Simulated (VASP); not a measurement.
**CdF2: single point with PBE**

CdF2:

```xyz
3
Lattice="0.0000 2.7037 2.7037 2.7037 0.0000 2.7037 2.7037 2.7037 0.0000" Properties=species:S:1:pos:R:3 pbc="T T T"
Cd    0.0000    0.0000    0.0000
F     1.3518    1.3518    1.3518
F     4.0555    4.0555    4.0555
```

This cell differs from its parent crystal: volume scaled by 0.960.

```json
{
 "Program": "VASP 6.6.1",
 "Task": "single point",
 "Functional": "PBE",
 "Potentials or basis": "VASP PAW PBE potentials, release 64 (Cd, F)",
 "Cutoff": "520 eV",
 "k mesh": "12 × 12 × 12",
 "Occupations": "gaussian, width 0.05 eV",
 "Spin": "no spin polarisation",
 "Dipole correction": "no",
 "Further INCAR settings": "ALGO = Normal; EDIFF = 1e-06; NBANDS = 20"
}
```

```json
{
  "Pressure": "4.9 GPa",
  "Band gap on the k mesh": "3.03 eV, indirect (least direct gap 3.54 eV)"
}
```

Levels at points of the mesh, in eV from the valence-band top:
```csv
k point,band 9,band 10,band 11,band 12,band 13,band 14,band 15,band 16,band 17,band 18
"(0.00, 0.00, 0.00)",-0.94,-0.94,-0.51,-0.51,-0.51,3.03,12.65,12.65,12.65,17.54
"(0.50, 0.00, 0.00)",-2.23,-1.80,-1.80,-0.40,-0.40,7.09,9.12,14.40,14.40,18.11
"(0.50, 0.50, 0.00)",-2.90,-2.90,-0.48,-0.09,-0.09,7.91,9.59,11.90,14.19,14.19
```

Run time: 22 s on 1 thread of Intel(R) Xeon(R) 6975P-C (Granite Rapids), on a shared host, peak memory 0.18 GiB.

 A k mesh can miss the band edges.
